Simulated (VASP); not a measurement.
# B (Fd-3m) in VASP: a series of runs

B is run at these levels: BLYP; tasks: single point.

All numbers are computed with VASP 6.6.1; they aren't measurements. Logs are shortened: lines on timing, memory, paths and dates and some standing lists are left out, and cuts for length are marked.

**1. The cell of the first run**

The structure is cubic, space group Fd-3m (No. 227). Conventional cell: a = 4.088 Å, b = 4.088 Å, c = 4.088 Å, α = 90.00°, β = 90.00°, γ = 90.00°. B (site symmetry -43m) has 4 B at 1.77 Å within 2.4 Å.

**2. Single point, BLYP**

Input file INCAR:

```
SYSTEM = B
PREC = Accurate ; ENCUT = 520
EDIFF = 1E-7 ; ISMEAR = -1
SIGMA = 0.1 ; LREAL = .False.
LASPH = .True. ; NELM = 100
ALGO = Normal ; ISIF = 2
LWAVE = .False. ; LCHARG = .False.
GGA = B5 ; ALDAX = 1.0
AGGAX = 1.0 ; AGGAC = 1.0
ALDAC = 0.0 ; NBANDS = 10
```

Input file KPOINTS:

```
regular mesh
0
Gamma
  13 13 13
  0 0 0
```

Input file POSCAR:

```
B
1.0
    0.0000000000      2.0441931237      2.0441931237
    2.0441931237      0.0000000000      2.0441931237
    2.0441931237      2.0441931237      0.0000000000
B
2
Direct
    0.1250000000      0.1250000000      0.1250000000
    0.8750000000      0.8750000000      0.8750000000
```

Potentials or basis: VASP PAW PBE potentials, release 64 (B).

On the command line:

```sh
cat potpaw_PBE.64/B/POTCAR > POTCAR
mpirun -np 1 vasp_std > vasp.out
```

OUTCAR:

```text
SYSTEM = B
   PREC = Accurate
   ENCUT = 520
   EDIFF = 1E-7
   ISMEAR = -1
   LREAL = .False.
   LASPH = .True.
   NELM = 100
   ISIF = 2
   GGA = B5

 ion  position               nearest neighbor table
   1  0.125  0.125  0.125-   2 1.77   2 1.77   2 1.77   2 1.77
   2  0.875  0.875  0.875-   1 1.77   1 1.77   1 1.77   1 1.77

  LATTYP: Found a face centered cubic cell.
 ALAT       =     4.0883862474

  Lattice vectors:

 A1 = (   0.0000000000,   2.0441931237,   2.0441931237)
 A2 = (   2.0441931237,   0.0000000000,   2.0441931237)
 A3 = (   2.0441931237,   2.0441931237,   0.0000000000)

Analysis of symmetry for initial positions (statically):
=====================================================================
 Subroutine PRICEL returns:
 Original cell was already a primitive cell.

 Routine SETGRP: Setting up the symmetry group for a
 face centered cubic supercell.

 Subroutine GETGRP returns: Found 48 space group operations
 (whereof 12 operations were pure point group operations)
 out of a pool of 48 trial point group operations.

The static configuration has the point symmetry D_3d.
 The point group associated with its full space group is O_h .

Analysis of symmetry for dynamics (positions and initial velocities):
=====================================================================
 Subroutine PRICEL returns:
 Original cell was already a primitive cell.

 Routine SETGRP: Setting up the symmetry group for a
 face centered cubic supercell.

 Subroutine GETGRP returns: Found 48 space group operations
 (whereof 12 operations were pure point group operations)
 out of a pool of 48 trial point group operations.

The dynamic configuration has the point symmetry D_3d.
 The point group associated with its full space group is O_h .

 Subroutine INISYM returns: Found 48 space group operations
 (whereof 12 operations are pure point group operations),
 and found     1 'primitive' translations

----------------------------------------------------------------------------------------

                                     Primitive cell

  volume of cell :      17.0842

  direct lattice vectors                    reciprocal lattice vectors
     0.000000000  2.044193124  2.044193124    -0.244595285  0.244595285  0.244595285
     2.044193124  0.000000000  2.044193124     0.244595285 -0.244595285  0.244595285
     2.044193124  2.044193124  0.000000000     0.244595285  0.244595285 -0.244595285

  length of vectors
     2.890925640  2.890925640  2.890925640     0.423651461  0.423651461  0.423651461
[... 82 lines left out ...]
   LREAL  =      F    real-space projection
   EDIFFG = 0.1E-05   stopping-criterion for IOM
   NSW    =      0    number of steps for IOM
   IBRION =     -1    ionic relax: 0-MD 1-quasi-New 2-CG
   NFREE  =      0    steps in history (QN), initial steepest desc. (CG)
   ISIF   =      2    stress and relaxation
   ISYM   =      2    0-nonsym 1-usesym 2-fastsym
   POTIM  = 0.5000    time-step for ionic-motion
   TEBEG  =    0.0;   TEEND  =   0.0 temperature during run
   PSTRESS=    0.0 pullay stress
   NELECT =       6.0000    total number of electrons
   NUPDOWN=      -1.0000    fix difference up-down
   EMIN   =  10.00;   EMAX   =-10.00  energy-range for DOS
   EFERMI =   0.00;   METHOD = LEGACY
   ISMEAR =    -1;   SIGMA  =   0.10  broadening in eV -4-tet -1-fermi 0-gaus
   EFERMI_NEDOS =   21; number of points for ismear=-14 and -15
   IALGO  =     38    algorithm
   IMIX   =      4    mixing-type and parameters
     AMIX     =   0.40;   BMIX     =  1.00
     AMIX_MAG =   1.60;   BMIX_MAG =  1.00
  volume/ion in A,a.u.               =       8.54        57.65
  Fermi-wavevector in a.u.,A,eV,Ry     =   1.155030  2.182691 18.151460  1.334095
  Thomas-Fermi vector in A             =   2.291662
   LORBIT       =      0    0 simple, 1 ext, 2 COOP (PROOUT), +10 PAW based schemes
   GGA     = B5    functional components
   LHFCALC =     F    Hartree Fock is set to
   AEXX    =    0.0000 exact exchange contribution
   IVDW    =     0    specifies the selected vdW correction
   LEPSILON=     F    determine dielectric tensor
   LRPA    =     F    only Hartree local field effects (RPA)
 non-spin polarized calculation
  energy-cutoff  :      520.00
  volume of cell :       17.08
 maximum number of plane-waves:       477
 NGX is ok and might be reduce to    24
   NGX = 11   NGY = 11   NGZ = 11

 number of electron       6.0000000 magnetization

 Free energy of the ion-electron system (eV)
  ---------------------------------------------------
  ext. energy  EPLUGINS =         0.00000000
  ---------------------------------------------------
  free energy    TOTEN  =       -10.43096431 eV

  energy without entropy =      -10.40372624  energy(sigma->0) =      -10.41734528

 E-fermi :   3.9230     XC(G=0): -10.3746

 val. band max:        3.8874288448   @ k =  -0.4615   0.1538   0.0000
 cond. band min:       3.9232415968   @ k =   0.4615   0.2308   0.0000
 fundamental gap:      0.0358127521
 Fermi energy:         3.9230395114

 k-point     1 :       0.0000    0.0000    0.0000
  band No.  band energies     occupation
      1      -8.5803      2.00000
      2       7.7389      0.00000
      3       7.7389      0.00000
      4       7.7389      0.00000
      5      12.0117      0.00000
      6      12.0117      0.00000
      7      12.0117      0.00000
      8      19.9439      0.00000
      9      22.8111      0.00000
     10      26.8479      0.00000
[... 287 lines left out ...]
 k-point    24 :       0.4615    0.1538    0.0000
  band No.  band energies     occupation
      1      -4.7115      2.00000
      2      -0.9433      2.00000
      3       4.3140      0.03931
      4       4.6050      0.00218
      5      13.1130      0.00000
      6      15.9413      0.00000
      7      16.8318      0.00000
      8      18.6791      0.00000
      9      23.6182      0.00000
     10      26.3279      0.00000

 [... further k-points ...]
[... 5 lines left out ...]
  --------------------------------------------------------------------------------------
  -------------------------------------------------------------------------------------
  Total        0.0015304      0.0015304      0.0015304     -0.0000000      0.0000000      0.0000000
  in kB        0.1435249      0.1435249      0.1435249     -0.0000000      0.0000000      0.0000000
  external PRESSURE =       0.1435249 kB  Pullay stress =       0.0000000 kB

 VOLUME and BASIS-vectors are now :
 -----------------------------------------------------------------------------
  energy-cutoff  :      520.00
  volume of cell :       17.08
      direct lattice vectors                 reciprocal lattice vectors
     0.000000000  2.044193124  2.044193124    -0.244595285  0.244595285  0.244595285
     2.044193124  0.000000000  2.044193124     0.244595285 -0.244595285  0.244595285
     2.044193124  2.044193124  0.000000000     0.244595285  0.244595285 -0.244595285

 POSITION                                       TOTAL-FORCE (eV/Angst)
 -----------------------------------------------------------------------------------
      0.51105      0.51105      0.51105        -0.000000      0.000000     -0.000000
      3.57734      3.57734      3.57734         0.000000     -0.000000      0.000000
 -----------------------------------------------------------------------------------
    total drift:                                0.000000      0.000000      0.000000

  FREE ENERGIE OF THE ION-ELECTRON SYSTEM (eV)
  ---------------------------------------------------
  free  energy   TOTEN  =       -10.4309643107 eV

  energy  without entropy=      -10.4037262418  energy(sigma->0) =      -10.41734528
```

OSZICAR:

```text
N       E                     dE             d eps       ncg     rms          rms(c)
DAV:   1    -0.444295325371E+00   -0.44430E+00   -0.28576E+03  1680   0.522E+02
DAV:   2    -0.105204529369E+02   -0.10076E+02   -0.95709E+01  2428   0.819E+01
DAV:   3    -0.106577655317E+02   -0.13731E+00   -0.13685E+00  2010   0.745E+00
DAV:   4    -0.106578962371E+02   -0.13071E-03   -0.13070E-03  1914   0.258E-01
DAV:   5    -0.106578963055E+02   -0.68372E-07   -0.68356E-07  1916   0.615E-03    0.298E+00
DAV:   6    -0.104943104875E+02    0.16359E+00   -0.86479E-02  1820   0.185E+00    0.179E+00
DAV:   7    -0.104298515409E+02    0.64459E-01   -0.14501E-01  2010   0.235E+00    0.266E-01
DAV:   8    -0.104309204446E+02   -0.10689E-02   -0.31426E-03  1768   0.448E-01    0.246E-02
DAV:   9    -0.104309599204E+02   -0.39476E-04   -0.25907E-05  2086   0.434E-02    0.181E-02
DAV:  10    -0.104309641469E+02   -0.42266E-05   -0.23276E-06  1756   0.123E-02    0.138E-03
DAV:  11    -0.104309643236E+02   -0.17661E-06   -0.10904E-07  2140   0.285E-03    0.403E-04
DAV:  12    -0.104309643107E+02    0.12902E-07   -0.89550E-09   952   0.809E-04
   1 F= -.10430964E+02 E0= -.10417345E+02  d E =-.272381E-01
```

Wall time 18 s (1 thread of Intel Xeon Platinum 8259CL at 2.50GHz (Skylake/Cascade Lake), shared host); peak memory 0.13 GiB.

Results:

| Quantity | Value |
| --- | --- |
| Free energy | -10.4310 eV |
| Pressure | 0.0 GPa |
| Band gap on the k mesh | zero (band 3 reaches 7.74 eV, above the bottom of band 4 at 1.54 eV) |

Levels at points of the mesh, in eV from the Fermi level:
```
           k point  band 1  band 2  band 3  band 4  band 5  band 6  band 7
(0.00, 0.00, 0.00)  -12.50    3.82    3.82    3.82    8.09    8.09    8.09
```

Caveat: the PAW data sets were made with another functional, which shifts forces and pressure a little.

(Continued in part 2 of 2.)
